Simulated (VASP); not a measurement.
Runs of VASP 6.6.1 on GaSb. The structure is that of space group F-43m (No. 216), or close to it. The cells are those of the table. 

```csv
cell,gap on the mesh (eV),pressure (GPa)
"a = 4.370, b = 4.326 Å, angles 60.3, 59.3, 60.3°, 2 atoms",none,-1.0
"a = 4.402, b = 4.326 Å, angles 60.6, 58.9, 60.6°, 2 atoms",none,-1.7
"a = 4.305, b = 4.326 Å, angles 59.8, 60.3, 59.8°, 2 atoms",-,0.5
"a = 4.348, b = 4.326 Å, angles 60.2, 59.7, 60.2°, 2 atoms",none,(a)
"a = 4.283, b = 4.326 Å, angles 59.7, 60.7, 59.7°, 2 atoms",-,(b)
```

Alike in all rows: task single point; level PBEsol; potentials or basis VASP PAW PBE potentials, release 64 (Ga_d, Sb); no spin polarisation; k mesh 14 × 14 × 14; cutoff (eV) 520; smearing gaussian 0.15 eV.

Problem. Estimate the missing entries.

Solution. (a) -0.6; (b) 1.0.

Caveats: the PAW data sets were made with another functional, which shifts forces and pressure a little; spin-orbit coupling is left out, which moves the levels of the heavy elements; semilocal functionals underestimate gaps, so a narrow gap can read as zero (at least some runs).

A k mesh can miss the band edges, and the runs leave out spin-orbit coupling on Ga, Sb.

A gap of «none» marks levels without a gap at the run's occupations.
